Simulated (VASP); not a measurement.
# Li2S (Fm-3m) in VASP: a series of runs

The runs below take Li2S through single point, with PBE.

All numbers are computed with VASP 6.6.1; they aren't measurements. Logs are shortened: lines on timing, memory, paths and dates and some standing lists are left out, and cuts for length are marked.

### 1 The cell of the first run

Symmetry: Fm-3m, No. 225, cubic system. Conventional cell: a = 5.589 Å, b = 5.589 Å, c = 5.589 Å, α = 90.00°, β = 90.00°, γ = 90.00°. Li (site symmetry -43m) has 4 S at 2.42 Å and 6 Li at 2.79 Å within 3.2 Å. Within 3.2 Å of S (site symmetry m-3m) lie 8 Li at 2.42 Å.

### 2 Single point, PBE (volume scaled by 0.94)

File INCAR:

```
PREC = Accurate
ENCUT = 750
EDIFF = 1E-6
ISMEAR = 0
SIGMA = 0.02
LREAL = False
LASPH = True
NELM = 120
ALGO = Normal
ISIF = 2
LWAVE = False
LCHARG = False
GGA = PE
NBANDS = 13
GGA_COMPAT = False
```

File KPOINTS:

```
Automatic mesh
0
Gamma
  8 8 8
```

File POSCAR:

```
Li2S
1.0
    0.0000000000      2.7945788924      2.7945788924
    2.7945788924      0.0000000000      2.7945788924
    2.7945788924      2.7945788924      0.0000000000
Li S
2 1
Direct
    0.2500000000      0.2500000000      0.2500000000
    0.7500000000      0.7500000000      0.7500000000
    0.0000000000      0.0000000000      0.0000000000
```

Potentials or basis: VASP PAW PBE potentials, release 64 (Li_sv, S).

Started as:

```
cat potpaw_PBE.64/Li_sv/POTCAR potpaw_PBE.64/S/POTCAR > POTCAR
mpirun -np 1 vasp_std > vasp.out
```

OUTCAR:

```text
PREC = Accurate
   ENCUT = 750
   EDIFF = 1E-6
   ISMEAR = 0
   LREAL = False
   LASPH = True
   NELM = 120
   ISIF = 2
   GGA = PE

 ion  position               nearest neighbor table
   1  0.250  0.250  0.250-   3 2.42   3 2.42   3 2.42   3 2.42
   2  0.750  0.750  0.750-   3 2.42   3 2.42   3 2.42   3 2.42
   3  0.000  0.000  0.000-   2 2.42   2 2.42   2 2.42   1 2.42   1 2.42   1 2.42   2 2.42   1 2.42

  LATTYP: Found a face centered cubic cell.
 ALAT       =     5.5891577848

  Lattice vectors:

 A1 = (   0.0000000000,   2.7945788924,   2.7945788924)
 A2 = (   2.7945788924,   0.0000000000,   2.7945788924)
 A3 = (   2.7945788924,   2.7945788924,   0.0000000000)

Analysis of symmetry for initial positions (statically):
[... 33 lines left out ...]
                                     Primitive cell

  volume of cell :      43.6495

  direct lattice vectors                    reciprocal lattice vectors
     0.000000000  2.794578892  2.794578892    -0.178917833  0.178917833  0.178917833
     2.794578892  0.000000000  2.794578892     0.178917833 -0.178917833  0.178917833
     2.794578892  2.794578892  0.000000000     0.178917833  0.178917833 -0.178917833

  length of vectors
     3.952131371  3.952131371  3.952131371     0.309894777  0.309894777  0.309894777

  position of ions in fractional coordinates (direct lattice)
     0.250000000  0.250000000  0.250000000
     0.750000000  0.750000000  0.750000000
     0.000000000  0.000000000  0.000000000

  ion indices of the primitive-cell ions
   primitive index   ion index
                 1           1
                 2           2
                 3           3

----------------------------------------------------------------------------------------

 KPOINTS: Automatic mesh

Automatic generation of k-mesh.
 Grid dimensions read from file:
 generate k-points for:    8    8    8

 Generating k-lattice:

  Cartesian coordinates                     Fractional coordinates (reciprocal lattice)
    -0.022364729  0.022364729  0.022364729     0.125000000  0.000000000  0.000000000
     0.022364729 -0.022364729  0.022364729     0.000000000  0.125000000  0.000000000
     0.022364729  0.022364729 -0.022364729     0.000000000  0.000000000  0.125000000

  Length of vectors
     0.038736847  0.038736847  0.038736847

  Shift w.r.t. Gamma in fractional coordinates (k-lattice)
     0.000000000  0.000000000  0.000000000

 Subroutine IBZKPT returns following result:
[... 57 lines left out ...]
   POTIM  = 0.5000    time-step for ionic-motion
   TEBEG  =    0.0;   TEEND  =   0.0 temperature during run
   PSTRESS=    0.0 pullay stress
   NELECT =      12.0000    total number of electrons
   NUPDOWN=      -1.0000    fix difference up-down
   EMIN   =  10.00;   EMAX   =-10.00  energy-range for DOS
   EFERMI =   0.00;   METHOD = LEGACY
   ISMEAR =     0;   SIGMA  =   0.02  broadening in eV -4-tet -1-fermi 0-gaus
   EFERMI_NEDOS =   21; number of points for ismear=-14 and -15
   IALGO  =     38    algorithm
   IMIX   =      4    mixing-type and parameters
     AMIX     =   0.40;   BMIX     =  1.00
     AMIX_MAG =   1.60;   BMIX_MAG =  1.00
  volume/ion in A,a.u.               =      14.55        98.19
  Fermi-wavevector in a.u.,A,eV,Ry     =   1.064492  2.011597 15.417336  1.133142
  Thomas-Fermi vector in A             =   2.200012
   LORBIT       =      0    0 simple, 1 ext, 2 COOP (PROOUT), +10 PAW based schemes
   GGA     = PE    functional components
   LHFCALC =     F    Hartree Fock is set to
   AEXX    =    0.0000 exact exchange contribution
   IVDW    =     0    specifies the selected vdW correction
   LEPSILON=     F    determine dielectric tensor
   LRPA    =     F    only Hartree local field effects (RPA)
 non-spin polarized calculation
 Gauss-broadening in eV      SIGMA  =   0.02
  energy-cutoff  :      750.00
  volume of cell :       43.65
 maximum number of plane-waves:      2085
   NGX = 17   NGY = 17   NGZ = 17

 number of electron      11.9999996 magnetization

 Free energy of the ion-electron system (eV)
  ---------------------------------------------------
  ext. energy  EPLUGINS =         0.00000000
  ---------------------------------------------------
  free energy    TOTEN  =       -11.97196126 eV

  energy without entropy =      -11.97196126  energy(sigma->0) =      -11.97196126

 E-fermi :   1.9410     XC(G=0):  -8.7284

 val. band max:        1.8295316419   @ k =   0.0000   0.0000   0.0000
 cond. band min:       5.1765821712   @ k =   0.5000   0.5000   0.0000
 fundamental gap:      3.3470505293
 Fermi energy:         1.9410253215

 k-point     1 :       0.0000    0.0000    0.0000
  band No.  band energies     occupation
      1     -42.2397      2.00000
      2     -42.1863      2.00000
      3      -9.3544      2.00000
      4       1.8295      2.00000
      5       1.8295      2.00000
      6       1.8295      2.00000
      7       6.4011      0.00000
      8       8.0823      0.00000
      9       8.0823      0.00000
     10       8.0823      0.00000
     11      13.1590      0.00000
     12      13.1590      0.00000
     13      14.5519      0.00000
[... 354 lines left out ...]
  band No.  band energies     occupation
      1     -42.2117      2.00000
      2     -42.2116      2.00000
      3      -8.7993      2.00000
      4      -0.9255      2.00000
      5       0.4995      2.00000
      6       0.8479      2.00000
      7       7.7566      0.00000
      8       8.6669      0.00000
      9      10.4001      0.00000
     10      11.0813      0.00000
     11      12.4343      0.00000
     12      13.8476      0.00000
     13      15.5498      0.00000

 [... further k-points ...]

------------------------ aborting loop because EDIFF is reached ----------------------------------------

  FORCE on cell =-STRESS in cart. coord.  units (eV):
  Direction    XX          YY          ZZ          XY          YZ          ZX
  --------------------------------------------------------------------------------------
  -------------------------------------------------------------------------------------
  Total        0.7337164      0.7337164      0.7337164      0.0000000      0.0000000      0.0000000
  in kB       26.9314466     26.9314466     26.9314466      0.0000000      0.0000000      0.0000000
  external PRESSURE =      26.9314466 kB  Pullay stress =       0.0000000 kB

 VOLUME and BASIS-vectors are now :
 -----------------------------------------------------------------------------
  energy-cutoff  :      750.00
  volume of cell :       43.65
      direct lattice vectors                 reciprocal lattice vectors
     0.000000000  2.794578892  2.794578892    -0.178917833  0.178917833  0.178917833
     2.794578892  0.000000000  2.794578892     0.178917833 -0.178917833  0.178917833
     2.794578892  2.794578892  0.000000000     0.178917833  0.178917833 -0.178917833

 POSITION                                       TOTAL-FORCE (eV/Angst)
 -----------------------------------------------------------------------------------
      1.39729      1.39729      1.39729        -0.000000     -0.000000     -0.000000
      4.19187      4.19187      4.19187         0.000000      0.000000      0.000000
      0.00000      0.00000      0.00000         0.000000      0.000000      0.000000
 -----------------------------------------------------------------------------------
    total drift:                                0.000000      0.000000      0.000000

  FREE ENERGIE OF THE ION-ELECTRON SYSTEM (eV)
  ---------------------------------------------------
  free  energy   TOTEN  =       -11.9719612603 eV

  energy  without entropy=      -11.9719612603  energy(sigma->0) =      -11.97196126
```

Run time: 13 s. Hardware: 1 thread of Intel Xeon 6975P-C (Granite Rapids), shared host; peak memory 0.2 GiB.

What came out:

| Property | Result |
| --- | --- |
| Free energy | -11.9720 eV |
| Pressure | 2.7 GPa |
| Band gap on the k mesh | 3.35 eV, indirect (least direct gap 4.57 eV) |

### 3 Single point, PBE (volume scaled by 0.97)

File INCAR:

```
SYSTEM = Li2S
PREC = Accurate
ENCUT = 750
EDIFF = 1E-6
ISMEAR = 0
SIGMA = 0.02
LREAL = .FALSE.
LASPH = .TRUE.
NELM = 120
ALGO = Normal
ISIF = 2
LWAVE = .FALSE.
LCHARG = .FALSE.
GGA = PE
NBANDS = 13
GGA_COMPAT = .FALSE.
```

File KPOINTS:

```
Automatic mesh
0
G
  8 8 8
  0 0 0
```

File POSCAR:

```
Li2S
1.0
    0.0000000000      2.8239976742      2.8239976742
    2.8239976742      0.0000000000      2.8239976742
    2.8239976742      2.8239976742      0.0000000000
Li S
2 1
Direct
    0.2500000000      0.2500000000      0.2500000000
    0.7500000000      0.7500000000      0.7500000000
    0.0000000000      0.0000000000      0.0000000000
```

Potentials or basis: VASP PAW PBE potentials, release 64 (Li_sv, S).

Started as:

```
cat potpaw_PBE.64/Li_sv/POTCAR potpaw_PBE.64/S/POTCAR > POTCAR
mpirun -np 1 vasp_std > vasp.out
```

Wall time 12 s (1 thread of Intel Xeon 6975P-C (Granite Rapids), shared host); peak memory 0.2 GiB.

The run converged. Its results:

```
Free energy            : -11.9897 eV
Pressure               : 1.2 GPa
Band gap on the k mesh : 3.37 eV, indirect (least direct gap 4.41 eV)
```

Levels at points of the mesh, in eV from the valence-band top:
```
           k point  band 4  band 5  band 6  band 7  band 8  band 9
(0.00, 0.00, 0.00)    0.00    0.00    0.00    4.41    6.24    6.24
(0.50, 0.00, 0.00)   -2.96   -0.53   -0.53    6.23    6.59    6.59
(0.50, 0.50, 0.00)   -2.22   -1.47   -1.47    3.37    7.16   11.29
```

 A k mesh can miss the band edges.

### 4 Single point, PBE (volume scaled by 1.03)

File INCAR:

```
PREC     = Accurate       # precision mode
ENCUT    = 750            # plane-wave cutoff, eV
EDIFF    = 1E-6           # SCF threshold, eV
ISMEAR   = 0              # smearing method
SIGMA    = 0.02           # smearing width, eV
LREAL    = False          # projectors in reciprocal space
LASPH    = True           # aspherical terms in the spheres
NELM     = 120            # most SCF steps
ALGO     = Normal         # electronic algorithm
ISIF     = 2              # what is computed and relaxed
LWAVE    = False          # write WAVECAR
LCHARG   = False          # write CHGCAR
GGA      = PE             # functional
NBANDS   = 13             # bands
GGA_COMPAT= False
```

File KPOINTS:

```
Automatic mesh
0
Gamma
  8 8 8
```

File POSCAR:

```
Li2S
1.0
    0.0000000000      2.8810635071      2.8810635071
    2.8810635071      0.0000000000      2.8810635071
    2.8810635071      2.8810635071      0.0000000000
Li S
2 1
Direct
    0.2500000000      0.2500000000      0.2500000000
    0.7500000000      0.7500000000      0.7500000000
    0.0000000000      0.0000000000      0.0000000000
```

Started as:

```
cat potpaw_PBE.64/Li_sv/POTCAR potpaw_PBE.64/S/POTCAR > POTCAR
mpirun -np 1 vasp_std > vasp.out
```

It took 12 s on 1 thread of Intel Xeon 6975P-C (Granite Rapids), shared host; peak memory 0.2 GiB.

Results (log left out):

```
Free energy            : -11.9898 eV
Pressure               : -1.4 GPa
Band gap on the k mesh : 3.41 eV, indirect (least direct gap 4.10 eV)
```

Levels at points of the mesh, in eV from the valence-band top:
```csv
k point,band 4,band 5,band 6,band 7,band 8,band 9
"(0.00, 0.00, 0.00)",0.00,0.00,0.00,4.10,6.21,6.21
"(0.50, 0.00, 0.00)",-2.77,-0.48,-0.48,5.94,6.55,6.55
"(0.50, 0.50, 0.00)",-2.10,-1.35,-1.35,3.41,6.99,10.85
```

 A k mesh can miss the band edges.

### 5 The runs side by side

```tsv
cell	gap on the mesh (eV)	pressure (GPa)
a = 3.952 Å, angles 60.0°, 3 atoms	3.35	2.7
a = 3.994 Å, angles 60.0°, 3 atoms	3.37	1.2
a = 4.074 Å, angles 60.0°, 3 atoms	3.41	-1.4
```

Alike in all rows: task single point; level PBE; potentials or basis VASP PAW PBE potentials, release 64 (Li_sv, S); no spin polarisation; k mesh 8 × 8 × 8; cutoff (eV) 750; smearing gaussian 0.02 eV.

Absolute energies hang on the potentials; compare differences alone.
